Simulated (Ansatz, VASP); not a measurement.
Al in VASP and in Ansatz

Contents of INCAR:

```
SYSTEM = Al
PREC = Accurate
ENCUT = 520
EDIFF = 1E-7
ISMEAR = 0
SIGMA = 0.15
LREAL = .False.
LASPH = .True.
NELM = 100
ALGO = Normal
ISIF = 2
LWAVE = .False.
LCHARG = .False.
GGA = CA
NBANDS = 8
```

KPOINTS

```
regular mesh
0
Gamma
  22 22 22
  0 0 0
```

POSCAR

```
Al
1.0
   -1.6772612932      1.6772612932      1.5564984800
    1.6772612932     -1.6772612932      1.5564984800
    1.6772612932      1.6772612932     -1.5564984800
Al
1
Direct
    0.0000000000      0.0000000000      0.0000000000
```

Input for Ansatz:

```yaml
crystal:
  lattice:
    - [-1.6772612932, 1.6772612932, 1.55649848]
    - [1.6772612932, -1.6772612932, 1.55649848]
    - [1.6772612932, 1.6772612932, -1.55649848]
  atoms:
    - { symbol: Al, position: [0.0, 0.0, 0.0] }
basis:
  ecutwfc: 420
kpoints:
  mp_grid: { grid: [22, 22, 22] }
hamiltonian:
  xc: lda
scf:
  occupations: { method: gaussian, width: 0.15 }
output:
  forces: true
  stress: true
  eigenvalues: true
```

Alike in both runs: task single point; functional LDA; k mesh 22 × 22 × 22; occupations gaussian, width 0.15 eV; no spin polarisation.

|  | VASP | Ansatz |
| --- | --- | --- |
| version | VASP 6.6.1 | Ansatz 0.2.0 |
| potentials or method | VASP PAW LDA potentials, release 64 (Al), cutoff 520 eV | scalar-relativistic, plane waves, PAW |
| valence electrons in the cell | 3 | 3 |

|  | VASP | Ansatz | Ansatz less VASP |
| --- | --- | --- | --- |
| gap on the k mesh at the Fermi level (eV) | none | none | - |
| pressure (GPa) | -4.9 | -4.9 | -0.04 |
| traceless stress, the component that is largest in VASP (GPa) | -1.24 | -1.23 | +0.008 |

LDA's correlation is that of Perdew and Zunger in VASP and of Perdew and Wang (1992) in Ansatz. A gap of «none» marks a metal or a gap that the smearing closes.
